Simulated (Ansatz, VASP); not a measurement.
## One calculation of AlN, two programs

```
CELL_PARAMETERS angstrom
0.00000 2.18488 2.18488
2.18488 0.00000 2.18488
2.18488 2.18488 0.00000
ATOMIC_POSITIONS crystal
Al 0.00000 0.00000 0.00000
N 0.75000 0.75000 0.75000
```

Alike in both runs: task single point; functional HF; k mesh 8 × 8 × 8; no spin polarisation.

|  | VASP | Ansatz |
| --- | --- | --- |
| version | VASP 6.6.1 | Ansatz 0.2.0 |
| potentials or method | VASP PAW PBE potentials, release 64 (Al, N) | plane waves, PAW |
| plane-wave cutoff (eV) | 520 | 420 |
| occupations | gaussian, width 0.01 eV | fixed |
| valence electrons in the cell | 8 | 8 |

```csv
,VASP,Ansatz,Ansatz less VASP
gap on the k mesh at the Fermi level (eV),12.19,12.06,-0.131
pressure (GPa),-1.7,-1.5,+0.30
```

VASP's potentials were made for PBE, not for HF. Ansatz's warnings: stress exchange threshold loose, stress scf threshold loose.
